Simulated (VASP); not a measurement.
Crystal: Ag.

```
CELL_PARAMETERS angstrom
0.00000 2.04275 2.04275
2.04275 0.00000 2.04275
2.04275 2.04275 0.00000
ATOMIC_POSITIONS crystal
Ag 0.00000 0.00000 0.00000
```

* Program: VASP 6.6.1
* Task: relaxation of cell and atoms
* Functional: PBE
* Potentials or basis: VASP PAW PBE potentials, release 64 (Ag)
* Cutoff: 600 eV
* k mesh: 18 × 18 × 18
* Occupations: gaussian, width 0.1 eV
* Spin: no spin polarisation

At the start: pressure 4.5 GPa; volume 17.05 Å³/atom.

Q: Where does the relaxation end?

A: Over 3 steps the energy falls by 10.2 meV/atom and the volume is 17.80 Å³/atom (+4.4 %); space group Fm-3m (No. 225, to 0.05 Å).

The path:
| step | energy change (eV) | largest force (eV/Å) | pressure (GPa) | volume (Å³) |
| --- | --- | --- | --- | --- |
| 1 | 0.0000 | 0.0000 | 4.53 | 17.05 |
| 2 | -0.0069 | 0.0000 | -2.18 | 18.27 |
| 3 | -0.0102 | 0.0000 | 0.01 | 17.80 |

Final structure:
```
Ag
1.0
     0.00000    2.07247    2.07247
     2.07247    0.00000    2.07247
     2.07247    2.07247    0.00000
Ag
1
Direct
  0.00000 0.00000 0.00000
```
